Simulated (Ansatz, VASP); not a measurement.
# One calculation of MnSn3, two programs

Contents of INCAR:

```
SYSTEM = MnSn3
PREC     = Accurate       ! precision mode
ENCUT    = 520            ! plane-wave cutoff, eV
EDIFF    = 1E-6           ! SCF threshold, eV
ISMEAR   = 0              ! smearing method
SIGMA    = 0.1            ! smearing width, eV
LREAL    = .False.        ! projectors in reciprocal space
LASPH    = .True.         ! aspherical terms in the spheres
NELM     = 150            ! most SCF steps
ALGO     = Normal         ! electronic algorithm
ISIF     = 2              ! what is computed and relaxed
LWAVE    = .False.        ! write WAVECAR
LCHARG   = .False.        ! write CHGCAR
ISPIN    = 2              ! spin polarisation
MAGMOM   = 0 0 0 4        ! initial moments
LORBIT   = 11             ! projections on sites
LMAXMIX  = 4              ! l up to which the mixer works
GGA      = PE             ! functional
NBANDS   = 40             ! bands
```

File KPOINTS:

```
regular mesh
0
Gamma
  10 10 10
  0 0 0
```

File POSCAR:

```
MnSn3
1.0
    0.0000000000      3.4054810063      3.4054810063
    3.4054810063      0.0000000000      3.4054810063
    3.4054810063      3.4054810063      0.0000000000
Sn Mn
3 1
Direct
    0.2500000000      0.2500000000      0.2500000000
    0.7500000000      0.7500000000      0.7500000000
    0.5000000000      0.5000000000      0.5000000000
    0.0000000000      0.0000000000      0.0000000000
```

Input for Ansatz:

```yaml
crystal:
  lattice:
    - [0.0, 3.4054810063, 3.4054810063]
    - [3.4054810063, 0.0, 3.4054810063]
    - [3.4054810063, 3.4054810063, 0.0]
  atoms:
    - { symbol: Sn, position: [0.25, 0.25, 0.25] }
    - { symbol: Sn, position: [0.75, 0.75, 0.75] }
    - { symbol: Sn, position: [0.5, 0.5, 0.5] }
    - { symbol: Mn, position: [0.0, 0.0, 0.0], spin: 4.0 }
basis:
  ecutwfc: 420
kpoints:
  mp_grid: { grid: [10, 10, 10] }
hamiltonian:
  xc: pbe
scf:
  occupations: { method: gaussian, width: 0.1 }
  lower_state_search: "off"
output:
  forces: true
  stress: true
  eigenvalues: true
  populations: true
  write_density: true
  write_potential: true
  elf: true
  volumetric_format: npy
magnetization:
  spin_polarized: true
```

Alike in both runs: task single point; functional PBE; k mesh 10 × 10 × 10; occupations gaussian, width 0.1 eV; collinear spin.

|  | VASP | Ansatz |
| --- | --- | --- |
| version | VASP 6.6.1 | Ansatz 0.2.0 |
| potentials or method | VASP PAW PBE potentials, release 64 (Sn_d, Mn_pv), cutoff 520 eV | scalar-relativistic, plane waves, PAW |
| valence electrons in the cell | 55 | 57 |

|  | VASP | Ansatz | Ansatz less VASP |
| --- | --- | --- | --- |
| gap on the k mesh at the Fermi level (eV) | none | none | - |
| pressure (GPa) | 17.9 | 17.9 | +0.05 |
| net moment per atom (μB) | 0.83 | 0.83 | 0.000 |
| size of the moment on the site where the two differ most (μB) | 3.36 | 3.44 | +0.082 |

Site moments also hang on the region over which each program counts them. A gap of «none» marks a metal or a gap that the smearing closes. With one functional, cell and mesh, what is left measures potentials, basis and numerics. VASP's potentials hold 55 valence electrons a cell and Ansatz's 57, so a difference there can come from the potentials and not from the codes.
